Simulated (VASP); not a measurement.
# TiCo (Pm-3m) in VASP: further runs

The runs below take TiCo through single point, with PBE, r2SCAN, BLYP.

Program: VASP 6.6.1. These are calculated values, not measurements. Logs are shortened: lines on timing, memory, paths and dates and some standing lists are left out, and cuts for length are marked.

## 1. The cell of the first run

It takes space group Pm-3m (No. 221, cubic). Conventional cell: a = 2.986 Å, b = 2.986 Å, c = 2.986 Å, α = 90.00°, β = 90.00°, γ = 90.00°. Ti (site symmetry m-3m) has 8 Co at 2.59 Å and 6 Ti at 2.99 Å within 3.4 Å. Co (site symmetry m-3m) has 8 Ti at 2.59 Å and 6 Co at 2.99 Å within 3.4 Å.

## 2. Single point, PBE, collinear spin, ferromagnetic start

INCAR

```
  ALGO = Normal
  EDIFF = 1E-6
  ENCUT = 520
  GGA = PE
  ISIF = 2
  ISMEAR = 0
  ISPIN = 2
  LASPH = T
  LCHARG = F
  LMAXMIX = 4
  LORBIT = 11
  LREAL = F
  LWAVE = F
  MAGMOM = 0 0.6
  NBANDS = 22
  NELM = 150
  PREC = Accurate
  SIGMA = 0.1
```

KPOINTS

```
k-points
0
Gamma
  7 7 7
```

POSCAR

```
TiCo
1.0
    2.9861109900      0.0000000000      0.0000000000
    0.0000000000      2.9861109900      0.0000000000
    0.0000000000      0.0000000000      2.9861109900
Ti Co
1 1
Direct
    0.0000000000      0.0000000000      0.0000000000
    0.5000000000      0.5000000000      0.5000000000
```

Potentials or basis: VASP PAW PBE potentials, release 64 (Ti_sv, Co).

On the command line:

```console
$ cat potpaw_PBE.64/Ti_sv/POTCAR potpaw_PBE.64/Co/POTCAR > POTCAR
$ mpirun -np 1 vasp_std > vasp.out
```

OUTCAR:

```text
EDIFF = 1E-6
   ENCUT = 520
   GGA = PE
   ISIF = 2
   ISMEAR = 0
   ISPIN = 2
   LASPH = T
   LORBIT = 11
   LREAL = F
   NELM = 150
   PREC = Accurate

 ion  position               nearest neighbor table
   1  0.000  0.000  0.000-   2 2.59   2 2.59   2 2.59   2 2.59   2 2.59   2 2.59   2 2.59   2 2.59

   2  0.500  0.500  0.500-   1 2.59   1 2.59   1 2.59   1 2.59   1 2.59   1 2.59   1 2.59   1 2.59

  LATTYP: Found a simple cubic cell.
 ALAT       =     2.9861109900

  Lattice vectors:

 A1 = (   2.9861109900,   0.0000000000,   0.0000000000)
 A2 = (   0.0000000000,   2.9861109900,   0.0000000000)
 A3 = (   0.0000000000,   0.0000000000,   2.9861109900)

Analysis of symmetry for initial positions (statically):
=====================================================================
 Subroutine PRICEL returns:
 Original cell was already a primitive cell.

 Routine SETGRP: Setting up the symmetry group for a
 simple cubic supercell.

 Subroutine GETGRP returns: Found 48 space group operations
 (whereof 48 operations were pure point group operations)
 out of a pool of 48 trial point group operations.

The static configuration has the point symmetry O_h .

Analysis of symmetry for dynamics (positions and initial velocities):
=====================================================================
 Subroutine PRICEL returns:
 Original cell was already a primitive cell.

 Routine SETGRP: Setting up the symmetry group for a
 simple cubic supercell.

 Subroutine GETGRP returns: Found 48 space group operations
 (whereof 48 operations were pure point group operations)
 out of a pool of 48 trial point group operations.

The dynamic configuration has the point symmetry O_h .

Analysis of structural, dynamic, and magnetic symmetry:
=====================================================================
 Subroutine PRICEL returns:
 Original cell was already a primitive cell.

 Routine SETGRP: Setting up the symmetry group for a
 simple cubic supercell.

 Subroutine GETGRP returns: Found 48 space group operations
 (whereof 48 operations were pure point group operations)
 out of a pool of 48 trial point group operations.

The overall configuration has the point symmetry O_h .

 Subroutine INISYM returns: Found 48 space group operations
 (whereof 48 operations are pure point group operations),
 and found     1 'primitive' translations

----------------------------------------------------------------------------------------

                                     Primitive cell

  volume of cell :      26.6267

  direct lattice vectors                    reciprocal lattice vectors
     2.986110990  0.000000000  0.000000000     0.334883735  0.000000000  0.000000000
     0.000000000  2.986110990  0.000000000     0.000000000  0.334883735  0.000000000
     0.000000000  0.000000000  2.986110990     0.000000000  0.000000000  0.334883735

  length of vectors
     2.986110990  2.986110990  2.986110990     0.334883735  0.334883735  0.334883735

  position of ions in fractional coordinates (direct lattice)
     0.000000000  0.000000000  0.000000000
     0.500000000  0.500000000  0.500000000

  ion indices of the primitive-cell ions
   primitive index   ion index
                 1           1
                 2           2

----------------------------------------------------------------------------------------

 KPOINTS: k-points

Automatic generation of k-mesh.
 Grid dimensions read from file:
 generate k-points for:    7    7    7

 Generating k-lattice:

  Cartesian coordinates                     Fractional coordinates (reciprocal lattice)
     0.047840534  0.000000000  0.000000000     0.142857143  0.000000000  0.000000000
     0.000000000  0.047840534  0.000000000     0.000000000  0.142857143  0.000000000
     0.000000000  0.000000000  0.047840534     0.000000000  0.000000000  0.142857143

  Length of vectors
     0.047840534  0.047840534  0.047840534

  Shift w.r.t. Gamma in fractional coordinates (k-lattice)
     0.000000000  0.000000000  0.000000000

 Subroutine IBZKPT returns following result:
 ===========================================

 Found     20 irreducible k-points:

 Following reciprocal coordinates:
            Coordinates               Weight
  0.000000  0.000000  0.000000      1.000000
  0.142857  0.000000  0.000000      6.000000
  0.285714  0.000000  0.000000      6.000000
  0.428571  0.000000  0.000000      6.000000
  0.142857  0.142857  0.000000     12.000000
  0.285714  0.142857  0.000000     24.000000
[... 12 lines left out ...]
  0.428571  0.428571  0.285714     24.000000
  0.428571  0.428571  0.428571      8.000000
   k-points           NKPTS =     20   k-points in BZ     NKDIM =     20   number of bands    NBANDS=     22
   number of dos      NEDOS =    301   number of ions     NIONS =      2
   total plane-waves  NPLWV =  13824
   dimension x,y,z NGX =    24 NGY =   24 NGZ =   24
   dimension x,y,z NGXF=    48 NGYF=   48 NGZF=   48
   ions per type =               1   1
   NGX,Y,Z   is equivalent  to a cutoff of  13.36, 13.36, 13.36 a.u.
   NGXF,Y,Z  is equivalent  to a cutoff of  26.72, 26.72, 26.72 a.u.
 SYSTEM =  unknown system
   PREC   = accura    normal or accurate (medium, high low for compatibility)
   ISTART =      0    job   : 0-new  1-cont  2-samecut
   ICHARG =      2    charge: 1-file 2-atom 10-const
   ISPIN  =      2    spin polarized calculation?
   LNONCOLLINEAR =      F non collinear calculations
   LSORBIT =      F    spin-orbit coupling
   LASPH  =      T    aspherical Exc in radial PAW
   ENCUT  =  520.0 eV  38.22 Ry    6.18 a.u.   5.55  5.55  5.55*2*pi/ulx,y,z
   NELM   =    150;   NELMIN=  2; NELMDL= -5     # of ELM steps
   EDIFF  = 0.1E-05   stopping-criterion for ELM
   LREAL  =      F    real-space projection
   EDIFFG = 0.1E-04   stopping-criterion for IOM
   NSW    =      0    number of steps for IOM
   IBRION =     -1    ionic relax: 0-MD 1-quasi-New 2-CG
   NFREE  =      0    steps in history (QN), initial steepest desc. (CG)
   ISIF   =      2    stress and relaxation
   ISYM   =      2    0-nonsym 1-usesym 2-fastsym
   POTIM  = 0.5000    time-step for ionic-motion
   TEBEG  =    0.0;   TEEND  =   0.0 temperature during run
   PSTRESS=    0.0 pullay stress
   NELECT =      21.0000    total number of electrons
   NUPDOWN=      -1.0000    fix difference up-down
   EMIN   =  10.00;   EMAX   =-10.00  energy-range for DOS
   EFERMI =   0.00;   METHOD = LEGACY
   ISMEAR =     0;   SIGMA  =   0.10  broadening in eV -4-tet -1-fermi 0-gaus
   EFERMI_NEDOS =   21; number of points for ismear=-14 and -15
   IALGO  =     38    algorithm
   IMIX   =      4    mixing-type and parameters
     AMIX     =   0.40;   BMIX     =  1.00
     AMIX_MAG =   1.60;   BMIX_MAG =  1.00
  volume/ion in A,a.u.               =      13.31        89.84
  Fermi-wavevector in a.u.,A,eV,Ry     =   1.512546  2.858298 31.127355  2.287796
  Thomas-Fermi vector in A             =   2.622456
   LORBIT       =     11    0 simple, 1 ext, 2 COOP (PROOUT), +10 PAW based schemes
   GGA     = PE    functional components
   LHFCALC =     F    Hartree Fock is set to
   AEXX    =    0.0000 exact exchange contribution
   IVDW    =     0    specifies the selected vdW correction
   LEPSILON=     F    determine dielectric tensor
   LRPA    =     F    only Hartree local field effects (RPA)
 spin polarized calculation
 Gauss-broadening in eV      SIGMA  =   0.10
  energy-cutoff  :      520.00
  volume of cell :       26.63
 maximum number of plane-waves:       739
 NGX is ok and might be reduce to    24
   NGX = 11   NGY = 11   NGZ = 11

 number of electron      20.9999983 magnetization       0.8276552

 Free energy of the ion-electron system (eV)
  ---------------------------------------------------
  ext. energy  EPLUGINS =         0.00000000
  ---------------------------------------------------
  free energy    TOTEN  =       -15.69349420 eV

  energy without entropy =      -15.68908309  energy(sigma->0) =      -15.69128864

 E-fermi :   9.9217     XC(G=0): -12.5754

 val. band max:        9.9024714038   @ k =   0.4286   0.4286   0.1429
 cond. band min:      10.0275823899   @ k =   0.2857   0.1429   0.0000
 fundamental gap:      0.1251109860
 Fermi energy:         9.9216534089

 spin component 1

 k-point     1 :       0.0000    0.0000    0.0000
  band No.  band energies     occupation
      1     -47.2233      1.00000
      2     -23.3152      1.00000
      3     -23.3152      1.00000
      4     -23.3152      1.00000
      5       2.2490      1.00000
      6       5.7581      1.00000
[... 14 lines left out ...]
     21      29.2555      0.00000
     22      30.8767      0.00000

 k-point     2 :       0.1429    0.0000    0.0000
  band No.  band energies     occupation
      1     -47.2173      1.00000
      2     -23.3722      1.00000
      3     -23.3111      1.00000
      4     -23.3111      1.00000
      5       2.6486      1.00000
      6       5.9132      1.00000
[... 14 lines left out ...]
     21      29.9877      0.00000
     22      30.6650      0.00000

 k-point     3 :       0.2857    0.0000    0.0000
  band No.  band energies     occupation
      1     -47.2040      1.00000
      2     -23.4985      1.00000
      3     -23.3018      1.00000
      4     -23.3018      1.00000
      5       3.7566      1.00000
      6       6.2734      1.00000
[... 14 lines left out ...]
     21      28.9381      0.00000
     22      29.9329      0.00000
[... 376 lines left out ...]
 k-point    19 :       0.4286    0.4286    0.2857
  band No.  band energies     occupation
      1     -47.1483      1.00000
      2     -23.5377      1.00000
      3     -23.5366      1.00000
      4     -23.4358      1.00000
      5       6.5491      1.00000
      6       6.7366      1.00000
[... 14 lines left out ...]
     21      23.0436      0.00000
     22      26.9870      0.00000

 k-point    20 :       0.4286    0.4286    0.4286
  band No.  band energies     occupation
      1     -47.1384      1.00000
      2     -23.5276      1.00000
      3     -23.5272      1.00000
      4     -23.5272      1.00000
      5       6.9743      1.00000
      6       7.1294      1.00000
[... 14 lines left out ...]
     21      21.2180      0.00000
     22      24.6909      0.00000
 Fermi energy:         9.9216534089

 spin component 2

 k-point     1 :       0.0000    0.0000    0.0000
  band No.  band energies     occupation
      1     -47.2572      1.00000
      2     -23.3501      1.00000
      3     -23.3501      1.00000
      4     -23.3501      1.00000
      5       2.2309      1.00000
      6       6.4137      1.00000
[... 14 lines left out ...]
     21      29.3974      0.00000
     22      30.7518      0.00000

 k-point     2 :       0.1429    0.0000    0.0000
  band No.  band energies     occupation
      1     -47.2513      1.00000
      2     -23.4076      1.00000
      3     -23.3459      1.00000
      4     -23.3459      1.00000
      5       2.6315      1.00000
      6       6.5848      1.00000
[... 14 lines left out ...]
     21      29.8529      0.00000
     22      30.8306      0.00000

 k-point     3 :       0.2857    0.0000    0.0000
  band No.  band energies     occupation
      1     -47.2378      1.00000
      2     -23.5353      1.00000
      3     -23.3366      1.00000
      4     -23.3366      1.00000
      5       3.7472      1.00000
      6       6.8691      1.00000
[... 14 lines left out ...]
     21      28.7881      0.00000
     22      29.9348      0.00000
[... 376 lines left out ...]
 k-point    19 :       0.4286    0.4286    0.2857
  band No.  band energies     occupation
      1     -47.1815      1.00000
      2     -23.5753      1.00000
      3     -23.5742      1.00000
      4     -23.4724      1.00000
      5       6.8385      1.00000
      6       7.1258      1.00000
[... 14 lines left out ...]
     21      23.0826      0.00000
     22      26.9074      0.00000

 k-point    20 :       0.4286    0.4286    0.4286
  band No.  band energies     occupation
      1     -47.1716      1.00000
      2     -23.5652      1.00000
      3     -23.5648      1.00000
      4     -23.5648      1.00000
      5       7.3483      1.00000
      6       7.5690      1.00000
[... 14 lines left out ...]
     21      21.2589      0.00000
     22      24.6137      0.00000

------------------------ aborting loop because EDIFF is reached ----------------------------------------

  FORCE on cell =-STRESS in cart. coord.  units (eV):
  Direction    XX          YY          ZZ          XY          YZ          ZX
  --------------------------------------------------------------------------------------
  -------------------------------------------------------------------------------------
  Total       -0.1657017     -0.1657017     -0.1657017     -0.0000000      0.0000000     -0.0000000
  in kB       -9.9705628     -9.9705628     -9.9705628     -0.0000000      0.0000000     -0.0000000
  external PRESSURE =      -9.9705628 kB  Pullay stress =       0.0000000 kB

 VOLUME and BASIS-vectors are now :
 -----------------------------------------------------------------------------
  energy-cutoff  :      520.00
  volume of cell :       26.63
      direct lattice vectors                 reciprocal lattice vectors
     2.986110990  0.000000000  0.000000000     0.334883735  0.000000000  0.000000000
     0.000000000  2.986110990  0.000000000     0.000000000  0.334883735  0.000000000
     0.000000000  0.000000000  2.986110990     0.000000000  0.000000000  0.334883735

 POSITION                                       TOTAL-FORCE (eV/Angst)
 -----------------------------------------------------------------------------------
      0.00000      0.00000      0.00000         0.000000      0.000000      0.000000
      1.49306      1.49306      1.49306         0.000000      0.000000      0.000000
 -----------------------------------------------------------------------------------
    total drift:                                0.000000      0.000000     -0.000000

  FREE ENERGIE OF THE ION-ELECTRON SYSTEM (eV)
  ---------------------------------------------------
  free  energy   TOTEN  =       -15.6934941954 eV

  energy  without entropy=      -15.6890830890  energy(sigma->0) =      -15.69128864

 total charge

# of ion       s       p       d       tot
------------------------------------------
    1        2.247   6.181   1.856  10.284
    2        0.527   0.460   7.301   8.287
--------------------------------------------------
tot          2.773   6.641   9.157  18.571

 magnetization (x)

# of ion       s       p       d       tot
------------------------------------------
    1       -0.003  -0.013  -0.038  -0.054
    2        0.028  -0.005   0.915   0.938
--------------------------------------------------
tot          0.025  -0.018   0.877   0.884
```

Run time: 12 s. Hardware: 1 thread of Intel Xeon 6975P-C (Granite Rapids), shared host; peak memory 0.16 GiB.

Results:

```yaml
Free_energy: -15.6935 eV
Pressure: -1.0 GPa
Net_moment: 0.83 μB per cell
Site_moments: Ti -0.05; Co +0.94 μB
Valence_electrons_inside_the_program's_atomic_spheres: Ti 10.28; Co 8.29
```

(Part 1 of 2 ends here.)
